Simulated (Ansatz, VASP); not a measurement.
# Nb in VASP and in Ansatz

```xyz
1
Lattice="-1.6353 1.6353 1.6353 1.6353 -1.6353 1.6353 1.6353 1.6353 -1.6353" Properties=species:S:1:pos:R:3 pbc="T T T"
Nb    0.0000    0.0000    0.0000
```

Alike in both runs: task single point; functional PBEsol; k mesh 34 × 34 × 34; occupations fermi-dirac, width 0.03 eV; no spin polarisation.

|  | VASP | Ansatz |
| --- | --- | --- |
| version | VASP 6.6.1 | Ansatz 0.2.0 |
| potentials or method | VASP PAW PBE potentials, release 64 (Nb_sv) | plane-wave PAW, scalar-relativistic |
| plane-wave cutoff (eV) | 520 | 420 |
| valence electrons in the cell | 13 | 13 |

Ansatz gave:

| Item | Value |
| --- | --- |
| pressure (GPa) | 0.2 |

Task: What did VASP give for the same quantities?

Result: Pressure (GPa): -0.1.

VASP's potentials were made for PBE, not for PBEsol. With one functional, cell and mesh, what is left measures potentials, basis and numerics.
